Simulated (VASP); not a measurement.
# PbO2 (Fm-3m) in VASP: settings compared

PbO2 is run at these levels: PBEsol+D4, RPBE+D3(BJ), r2SCAN+D3(BJ), revPBE; tasks: relaxation of cell and atoms, single point.

Everything below comes from runs of VASP 6.6.1. Logs are shortened: lines on timing, memory, paths and dates and some standing lists are left out, and cuts for length are marked.

## Step 1: The cell of the first run

The structure is cubic, space group Fm-3m (No. 225). Conventional cell: a = 5.404 Å, b = 5.404 Å, c = 5.404 Å, α = 90.00°, β = 90.00°, γ = 90.00°. Within 3.1 Å of Pb (site symmetry m-3m) lie 8 O at 2.34 Å. O (site symmetry -43m) has 4 Pb at 2.34 Å and 6 O at 2.70 Å within 3.1 Å.

## Step 2: Relaxation of cell and atoms, PBEsol+D4

File INCAR:

```
PREC     = Accurate       # precision mode
ENCUT    = 600            # plane-wave cutoff, eV
EDIFF    = 1E-6           # SCF threshold, eV
ISMEAR   = -1             # smearing method
SIGMA    = 0.05           # smearing width, eV
LREAL    = False          # projectors in reciprocal space
LASPH    = True           # aspherical terms in the spheres
NELM     = 80             # most SCF steps
ALGO     = Normal         # electronic algorithm
ISIF     = 3              # what is computed and relaxed
LWAVE    = False          # write WAVECAR
LCHARG   = False          # write CHGCAR
GGA      = PS             # functional
IVDW     = 13             # dispersion correction
IBRION   = 2              # ionic algorithm
NSW      = 60             # ionic steps
EDIFFG   = -0.01          # ionic threshold
```

File KPOINTS:

```
regular mesh
0
Gamma
  9 9 9
```

File POSCAR:

```
PbO2
1.0
    0.0000000000      2.7019920000      2.7019920000
    2.7019920000      0.0000000000      2.7019920000
    2.7019920000      2.7019920000      0.0000000000
Pb O
1 2
Direct
    0.0000000000      0.0000000000      0.0000000000
    0.7500000000      0.7500000000      0.7500000000
    0.2500000000      0.2500000000      0.2500000000
```

Potentials or basis: VASP PAW PBE potentials, release 64 (Pb_d, O).

Run with:

```console
$ cat potpaw_PBE.64/Pb_d/POTCAR potpaw_PBE.64/O/POTCAR > POTCAR
$ mpirun -np 1 vasp_std > vasp.out
```

OUTCAR:

```text
PREC = Accurate
   ENCUT = 600
   EDIFF = 1E-6
   ISMEAR = -1
   LREAL = False
   LASPH = True
   NELM = 80
   ISIF = 3
   GGA = PS
   IVDW = 13
   IBRION = 2
   NSW = 60
   EDIFFG = -0.01

 ion  position               nearest neighbor table
   1  0.000  0.000  0.000-   2 2.34   2 2.34   2 2.34   3 2.34   3 2.34   3 2.34   3 2.34   2 2.34

   2  0.750  0.750  0.750-   1 2.34   1 2.34   1 2.34   1 2.34
   3  0.250  0.250  0.250-   1 2.34   1 2.34   1 2.34   1 2.34

  LATTYP: Found a face centered cubic cell.
 ALAT       =     5.4039840000

  Lattice vectors:

 A1 = (   0.0000000000,   2.7019920000,   2.7019920000)
 A2 = (   2.7019920000,   0.0000000000,   2.7019920000)
 A3 = (   2.7019920000,   2.7019920000,   0.0000000000)

Analysis of symmetry for initial positions (statically):
=====================================================================
 Subroutine PRICEL returns:
 Original cell was already a primitive cell.

 Routine SETGRP: Setting up the symmetry group for a
 face centered cubic supercell.

 Subroutine GETGRP returns: Found 48 space group operations
 (whereof 48 operations were pure point group operations)
 out of a pool of 48 trial point group operations.

The static configuration has the point symmetry O_h .

Analysis of symmetry for dynamics (positions and initial velocities):
=====================================================================
 Subroutine PRICEL returns:
 Original cell was already a primitive cell.

 Routine SETGRP: Setting up the symmetry group for a
 face centered cubic supercell.

 Subroutine GETGRP returns: Found 48 space group operations
 (whereof 48 operations were pure point group operations)
 out of a pool of 48 trial point group operations.

The dynamic configuration has the point symmetry O_h .

 Subroutine INISYM returns: Found 48 space group operations
 (whereof 48 operations are pure point group operations),
 and found     1 'primitive' translations

----------------------------------------------------------------------------------------

                                     Primitive cell

  volume of cell :      39.4532

  direct lattice vectors                    reciprocal lattice vectors
     0.000000000  2.701992000  2.701992000    -0.185048660  0.185048660  0.185048660
     2.701992000  0.000000000  2.701992000     0.185048660 -0.185048660  0.185048660
     2.701992000  2.701992000  0.000000000     0.185048660  0.185048660 -0.185048660

  length of vectors
     3.821193732  3.821193732  3.821193732     0.320513682  0.320513682  0.320513682

  position of ions in fractional coordinates (direct lattice)
     0.000000000  0.000000000  0.000000000
     0.750000000  0.750000000  0.750000000
     0.250000000  0.250000000  0.250000000

  ion indices of the primitive-cell ions
   primitive index   ion index
                 1           1
                 2           2
                 3           3

----------------------------------------------------------------------------------------

 KPOINTS: regular mesh

Automatic generation of k-mesh.
 Grid dimensions read from file:
 generate k-points for:    9    9    9

 Generating k-lattice:

  Cartesian coordinates                     Fractional coordinates (reciprocal lattice)
    -0.020560962  0.020560962  0.020560962     0.111111111  0.000000000  0.000000000
     0.020560962 -0.020560962  0.020560962     0.000000000  0.111111111  0.000000000
     0.020560962  0.020560962 -0.020560962     0.000000000  0.000000000  0.111111111

  Length of vectors
     0.035612631  0.035612631  0.035612631

  Shift w.r.t. Gamma in fractional coordinates (k-lattice)
     0.000000000  0.000000000  0.000000000

 Subroutine IBZKPT returns following result:
 ===========================================

 Found     35 irreducible k-points:

 Following reciprocal coordinates:
            Coordinates               Weight
  0.000000  0.000000  0.000000      1.000000
  0.111111  0.000000  0.000000      8.000000
  0.222222  0.000000  0.000000      8.000000
  0.333333  0.000000  0.000000      8.000000
  0.444444  0.000000  0.000000      8.000000
  0.111111  0.111111  0.000000      6.000000
[... 16 lines left out ...]
 -0.333333  0.333333  0.000000     12.000000
  0.444444  0.444444  0.000000      6.000000
 [... further k-points ...]
   k-points           NKPTS =     35   k-points in BZ     NKDIM =     35   number of bands    NBANDS=     17
   number of dos      NEDOS =    301   number of ions     NIONS =      3
   total plane-waves  NPLWV =  32768
   dimension x,y,z NGX =    32 NGY =   32 NGZ =   32
   dimension x,y,z NGXF=    64 NGYF=   64 NGZF=   64
   ions per type =               1   2
   NGX,Y,Z   is equivalent  to a cutoff of  13.92, 13.92, 13.92 a.u.
   NGXF,Y,Z  is equivalent  to a cutoff of  27.84, 27.84, 27.84 a.u.
 SYSTEM =  unknown system
   PREC   = accura    normal or accurate (medium, high low for compatibility)
   ISTART =      0    job   : 0-new  1-cont  2-samecut
   ICHARG =      2    charge: 1-file 2-atom 10-const
   ISPIN  =      1    spin polarized calculation?
   LNONCOLLINEAR =      F non collinear calculations
   LSORBIT =      F    spin-orbit coupling
   LASPH  =      T    aspherical Exc in radial PAW
   ENCUT  =  600.0 eV  44.10 Ry    6.64 a.u.   7.63  7.63  7.63*2*pi/ulx,y,z
   NELM   =     80;   NELMIN=  2; NELMDL= -5     # of ELM steps
   EDIFF  = 0.1E-05   stopping-criterion for ELM
   LREAL  =      F    real-space projection
   EDIFFG = -.1E-01   stopping-criterion for IOM
   NSW    =     60    number of steps for IOM
   IBRION =      2    ionic relax: 0-MD 1-quasi-New 2-CG
   NFREE  =      1    steps in history (QN), initial steepest desc. (CG)
   ISIF   =      3    stress and relaxation
   ISYM   =      2    0-nonsym 1-usesym 2-fastsym
   POTIM  = 0.5000    time-step for ionic-motion
   TEBEG  =    0.0;   TEEND  =   0.0 temperature during run
   PSTRESS=    0.0 pullay stress
   NELECT =      26.0000    total number of electrons
   NUPDOWN=      -1.0000    fix difference up-down
   EMIN   =  10.00;   EMAX   =-10.00  energy-range for DOS
   EFERMI =   0.00;   METHOD = LEGACY
   ISMEAR =    -1;   SIGMA  =   0.05  broadening in eV -4-tet -1-fermi 0-gaus
   EFERMI_NEDOS =   21; number of points for ismear=-14 and -15
   IALGO  =     38    algorithm
   IMIX   =      4    mixing-type and parameters
     AMIX     =   0.40;   BMIX     =  1.00
     AMIX_MAG =   1.60;   BMIX_MAG =  1.00
  volume/ion in A,a.u.               =      13.15        88.75
  Fermi-wavevector in a.u.,A,eV,Ry     =   1.424640  2.692180 27.614384  2.029600
  Thomas-Fermi vector in A             =   2.545110
   LORBIT       =      0    0 simple, 1 ext, 2 COOP (PROOUT), +10 PAW based schemes
   GGA     = PS    functional components
   LHFCALC =     F    Hartree Fock is set to
   AEXX    =    0.0000 exact exchange contribution
   IVDW    =    13    specifies the selected vdW correction
   LEPSILON=     F    determine dielectric tensor
   LRPA    =     F    only Hartree local field effects (RPA)
 conjugate gradient relaxation of ions
 non-spin polarized calculation
  energy-cutoff  :      600.00
  volume of cell :       39.45
 maximum number of plane-waves:      1363
   NGX = 15   NGY = 15   NGZ = 15

--------------------------------------- Ionic step        1  -------------------------------------------

 number of electron      25.9999996 magnetization

 Free energy of the ion-electron system (eV)
  ---------------------------------------------------
  ext. energy  EPLUGINS =         0.00000000
  ---------------------------------------------------
  free energy    TOTEN  =       -16.77530742 eV

  energy without entropy =      -16.76946955  energy(sigma->0) =      -16.77238849

------------------------ aborting loop because EDIFF is reached ----------------------------------------

  DFT-D4 for vdW energy calculation

  Edisp (eV):   -0.47236

  FORCE on cell =-STRESS in cart. coord.  units (eV):
  Direction    XX          YY          ZZ          XY          YZ          ZX
  --------------------------------------------------------------------------------------
  -------------------------------------------------------------------------------------
  Total      -1.80634    -1.80634    -1.80634     0.00000     0.00000    -0.00000
  in kB     -73.35454   -73.35454   -73.35454     0.00000     0.00000    -0.00000
  external pressure =      -73.35 kB  Pullay stress =        0.00 kB
[... 63 lines left out ...]
  energy  without entropy=      -17.2656790548  energy(sigma->0) =      -17.26839517

--------------------------------------- Ionic step        3  -------------------------------------------

 number of electron      26.0000004 magnetization

 Free energy of the ion-electron system (eV)
  ---------------------------------------------------
  ext. energy  EPLUGINS =         0.00000000
  ---------------------------------------------------
  free energy    TOTEN  =       -16.80052568 eV

  energy without entropy =      -16.79476460  energy(sigma->0) =      -16.79764514

 E-fermi :   6.1636     XC(G=0): -11.7062

 val. band max:        6.1176524281   @ k =  -0.3333   0.4444   0.2222
 cond. band min:       6.8494510470   @ k =  -0.1111   0.1111   0.0000
 fundamental gap:      0.7317986188
 Fermi energy:         6.1635925715

 k-point     1 :       0.0000    0.0000    0.0000
  band No.  band energies     occupation
      1     -12.7388      2.00000
      2      -9.5305      2.00000
      3      -9.5305      2.00000
      4      -9.5305      2.00000
      5      -9.5164      2.00000
      6      -9.2221      2.00000
[... 9 lines left out ...]
     16      13.1540      0.00000
     17      13.1540      0.00000
[... 443 lines left out ...]
      1     -11.7337      2.00000
      2     -11.2024      2.00000
      3      -9.3787      2.00000
      4      -9.2240      2.00000
      5      -9.2240      2.00000
      6      -9.1452      2.00000
[... 9 lines left out ...]
     16      15.8046      0.00000
     17      17.2788      0.00000

 [... further k-points ...]

------------------------ aborting loop because EDIFF is reached ----------------------------------------

  DFT-D4 for vdW energy calculation

  Edisp (eV):   -0.49555

  FORCE on cell =-STRESS in cart. coord.  units (eV):
  Direction    XX          YY          ZZ          XY          YZ          ZX
  --------------------------------------------------------------------------------------
  -------------------------------------------------------------------------------------
  Total      -0.00519    -0.00519    -0.00519     0.00000     0.00000     0.00000
  in kB      -0.22204    -0.22204    -0.22204     0.00000     0.00000     0.00000
  external pressure =       -0.22 kB  Pullay stress =        0.00 kB
[... 18 lines left out ...]
  FREE ENERGIE OF THE ION-ELECTRON SYSTEM (eV)
  ---------------------------------------------------
  free  energy   TOTEN  =       -17.2960771928 eV

  energy  without entropy=      -17.2903161113  energy(sigma->0) =      -17.29319665

 reached required accuracy - stopping structural energy minimisation
```

Run time: 27 s. Hardware: 1 thread of Intel Xeon 6975P-C (Granite Rapids), shared host; peak memory 0.19 GiB.

What came out:

```yaml
Free_energy: -17.2961 eV
Relaxed_volume: 12.48 Å³/atom
Relaxed_cell: a = 3.755 Å, b = 3.755 Å, c = 3.755 Å, α = 60.00°, β = 60.00°, γ = 60.00°
Space_group_after_relaxing_to_0.05_Å: Fm-3m (No. 225)
Energy_gained_by_relaxing: 16.1 meV/atom
Ionic_steps: 3
Pressure_after_relaxing: 0.0 GPa
Band_gap_on_the_k_mesh: zero (band 13 reaches 6.12 eV, above the bottom of band 14 at 4.84 eV)
Dispersion_energy_per_atom: -0.165 eV
```

Step by step:
```tsv
step	energy change (eV)	largest force (eV/Å)	pressure (GPa)	volume (Å³)
1	0.0000	0.0000	-7.34	39.45
2	-0.0234	0.0000	6.23	36.11
3	-0.0484	0.0000	-0.02	37.45
```

Final structure:
```
Pb O
1.0
     0.00000    2.65543    2.65543
     2.65543    0.00000    2.65543
     2.65543    2.65543    0.00000
Pb O
1 2
Direct
  0.00000 0.00000 0.00000
  0.75000 0.75000 0.75000
  0.25000 0.25000 0.25000
```

Caveat: the PAW data sets were made with another functional, which shifts forces and pressure a little; spin-orbit coupling is left out, which moves the levels of the heavy elements; pairwise dispersion overbinds metals, which lowers pressure and volume.

## Step 3: Relaxation of cell and atoms, RPBE+D3(BJ)

File INCAR:

```
SYSTEM = PbO2
ALGO = Normal ; EDIFF = 1E-6
EDIFFG = -0.01 ; ENCUT = 600
GGA = RP ; IBRION = 2
ISIF = 3 ; ISMEAR = -1
IVDW = 12 ; LASPH = .TRUE.
LCHARG = .FALSE. ; LREAL = .FALSE.
LWAVE = .FALSE. ; NELM = 80
NSW = 60 ; PREC = Accurate
SIGMA = 0.05
```

File KPOINTS:

```
k-points
0
G
  9 9 9
  0 0 0
```

POSCAR is that of step 2.

Potentials or basis: VASP PAW PBE potentials, release 64 (Pb_d, O).

Run with:

```console
$ cat potpaw_PBE.64/Pb_d/POTCAR potpaw_PBE.64/O/POTCAR > POTCAR
$ mpirun -np 1 vasp_std > vasp.out
```

It took 30 s on 1 thread of Intel Xeon 6975P-C (Granite Rapids), shared host; peak memory 0.2 GiB.

It converged, with:

```yaml
Free_energy: -17.7076 eV
Relaxed_volume: 11.97 Å³/atom
Relaxed_cell: a = 3.703 Å, b = 3.703 Å, c = 3.703 Å, α = 60.00°, β = 60.00°, γ = 60.00°
Space_group_after_relaxing_to_0.05_Å: Fm-3m (No. 225)
Energy_gained_by_relaxing: 52.5 meV/atom
Ionic_steps: 3
Pressure_after_relaxing: -0.1 GPa
Band_gap_on_the_k_mesh: zero (band 13 reaches 6.99 eV, above the bottom of band 14 at 5.65 eV)
Dispersion_energy_per_atom: -1.190 eV
```

Step by step:
```
step  energy change (eV)  largest force (eV/Å)  pressure (GPa)  volume (Å³)
   1              0.0000                0.0000          -12.88        39.45
   2             -0.0796                0.0000           12.41        33.72
   3             -0.1575                0.0000           -0.10        35.90
```

Final structure:
```
Pb O
1.0
     0.00000    2.61821    2.61821
     2.61821    0.00000    2.61821
     2.61821    2.61821    0.00000
Pb O
1 2
Cartesian
  0.0000 0.0000 0.0000
  3.9273 3.9273 3.9273
  1.3091 1.3091 1.3091
```

Levels at points of the mesh, in eV from the Fermi level:
| k point | band 9 | band 10 | band 11 | band 12 | band 13 | band 14 | band 15 | band 16 | band 17 |
| --- | --- | --- | --- | --- | --- | --- | --- | --- | --- |
| (0.00, 0.00, 0.00) | -2.16 | -2.16 | -1.98 | -1.43 | -1.43 | -1.43 | 7.34 | 7.34 | 7.34 |

Caveat: the PAW data sets were made with another functional, which shifts forces and pressure a little; spin-orbit coupling is left out, which moves the levels of the heavy elements; pairwise dispersion overbinds metals, which lowers pressure and volume.

## Step 4: Single point, r2SCAN+D3(BJ)

This run uses another cell than the first one, of 10.52 Å³/atom, 0.800 times its volume.

File POSCAR:

```
PbO2
1.0
    0.0000000000      2.5083071791      2.5083071791
    2.5083071791      0.0000000000      2.5083071791
    2.5083071791      2.5083071791      0.0000000000
Pb O
1 2
Direct
    0.0000000000      0.0000000000      0.0000000000
    0.7500000000      0.7500000000      0.7500000000
    0.2500000000      0.2500000000      0.2500000000
```

File INCAR.step1:

```
SYSTEM = PbO2
ALGO = Normal
EDIFF = 1E-4
ENCUT = 520
GGA = PE
ISMEAR = 0
LASPH = .True.
LCHARG = .False.
LREAL = .False.
LWAVE = .True.
NBANDS = 20
NELM = 60
PREC = Accurate
SIGMA = 0.01
```

File INCAR.step2:

```
SYSTEM = PbO2
ALGO = Normal
EDIFF = 1E-7
ENCUT = 520
ISIF = 2
ISMEAR = 0
ISTART = 1
IVDW = 12
LASPH = .True.
LCHARG = .False.
LMIXTAU = .True.
LREAL = .False.
LWAVE = .False.
METAGGA = R2SCAN
NBANDS = 20
NELM = 60
PREC = Accurate
SIGMA = 0.01
VDW_A1 = 0.49484001
VDW_A2 = 5.73083694
VDW_S6 = 1.0
VDW_S8 = 0.78981345
```

File KPOINTS:

```
k-points
0
Gamma
  5 5 5
  0 0 0
```

Run with:

```console
$ cat potpaw_PBE.64/Pb_d/POTCAR potpaw_PBE.64/O/POTCAR > POTCAR
$ cp INCAR.step1 INCAR
$ mpirun -np 1 vasp_std > vasp.out
$ cp INCAR.step2 INCAR
$ mpirun -np 1 vasp_std > vasp.out
```

It took 34 s on 1 thread of Intel Xeon Platinum 8488C (Sapphire Rapids), shared host; peak memory 0.17 GiB.

It converged, with:

- Free energy: -70.4170 eV
- Pressure: 44.5 GPa
- Band gap on the k mesh: zero (band 13 reaches 8.28 eV, above the bottom of band 14 at 8.07 eV)
- Dispersion energy per atom: -0.136 eV

Levels at points of the mesh, in eV from the Fermi level:
| k point | band 10 | band 11 | band 12 | band 13 | band 14 | band 15 | band 16 | band 17 |
| --- | --- | --- | --- | --- | --- | --- | --- | --- |
| (0.00, 0.00, 0.00) | -2.18 | -1.59 | -1.59 | -1.59 | -0.22 | 8.50 | 8.50 | 8.50 |

Caveat: the k points lie up to 0.43 Å⁻¹ apart; three body term missing; the PAW data sets were made with another functional, which shifts forces and pressure a little; spin-orbit coupling is left out, which moves the levels of the heavy elements; pairwise dispersion overbinds metals, which lowers pressure and volume.

## Step 5: Single point, revPBE

File INCAR:

```
SYSTEM = PbO2
ALGO = Normal
EDIFF = 1E-6
ENCUT = 520
GGA = RE
ISIF = 2
ISMEAR = -1
LASPH = .True.
LCHARG = .True.
LELF = .True.
LREAL = .False.
LVHAR = .True.
LWAVE = .False.
NBANDS = 20
NELM = 60
PREC = Accurate
SIGMA = 0.05
```

File KPOINTS:

```
k-points
0
Gamma
  9 9 9
  0 0 0
```

File POSCAR:

```
PbO2
1.0
    0.0000000000      2.7019920000      2.7019920000
    2.7019920000      0.0000000000      2.7019920000
    2.7019920000      2.7019920000      0.0000000000
Pb O
1 2
Direct
    0.0000000000      0.0000000000      0.0000000000
    0.7500000000      0.7500000000      0.7500000000
    0.2500000000      0.2500000000      0.2500000000
```

Run with:

```console
$ cat potpaw_PBE.64/Pb_d/POTCAR potpaw_PBE.64/O/POTCAR > POTCAR
$ mpirun -np 1 vasp_std > vasp.out
```

It took 24 s on 1 thread of Intel Xeon Platinum 8259CL at 2.50GHz (Skylake/Cascade Lake), shared host; peak memory 0.17 GiB.

Results (log left out):

```yaml
Free_energy: -14.5449 eV
Pressure: 3.4 GPa
Band_gap_on_the_k_mesh: zero (band 13 reaches 5.69 eV, above the bottom of band 14 at 4.54 eV)
```

Levels at points of the mesh, in eV from the Fermi level:
| k point | band 11 | band 12 | band 13 | band 14 | band 15 | band 16 |
| --- | --- | --- | --- | --- | --- | --- |
| (0.00, 0.00, 0.00) | -1.96 | -1.19 | -1.19 | -1.19 | 7.08 | 7.08 |

Caveat: the PAW data sets were made with another functional, which shifts forces and pressure a little; spin-orbit coupling is left out, which moves the levels of the heavy elements.

## Step 6: Overview

```csv
task,level,cell,k mesh,cutoff (eV),smearing,gap on the mesh (eV),pressure (GPa),relaxed volume (Å³/atom)
relaxation of cell and atoms,PBEsol+D4,"relaxed from a = 3.821 Å, angles 60.0°, 3 atoms",9 × 9 × 9,600,fermi-dirac 0.05 eV,none,0.0,12.48
relaxation of cell and atoms,RPBE+D3(BJ),"relaxed from a = 3.821 Å, angles 60.0°, 3 atoms",9 × 9 × 9,600,fermi-dirac 0.05 eV,none,-0.1,11.97
single point,r2SCAN+D3(BJ),"a = 3.547 Å, angles 60.0°, 3 atoms",5 × 5 × 5,520,gaussian 0.01 eV,none,44.5,-
single point,revPBE,"a = 3.821 Å, angles 60.0°, 3 atoms",9 × 9 × 9,520,fermi-dirac 0.05 eV,none,3.4,-
```

Alike in all rows: potentials or basis VASP PAW PBE potentials, release 64 (Pb_d, O); no spin polarisation.

Caveats: some runs use coarse meshes; the PAW data sets were made with another functional, which shifts forces and pressure a little; spin-orbit coupling is left out, which moves the levels of the heavy elements; pairwise dispersion overbinds metals, which lowers pressure and volume (some runs); three body term missing (some runs).

Total energies depend on the potentials used, so only differences within one code and one set of settings carry meaning.
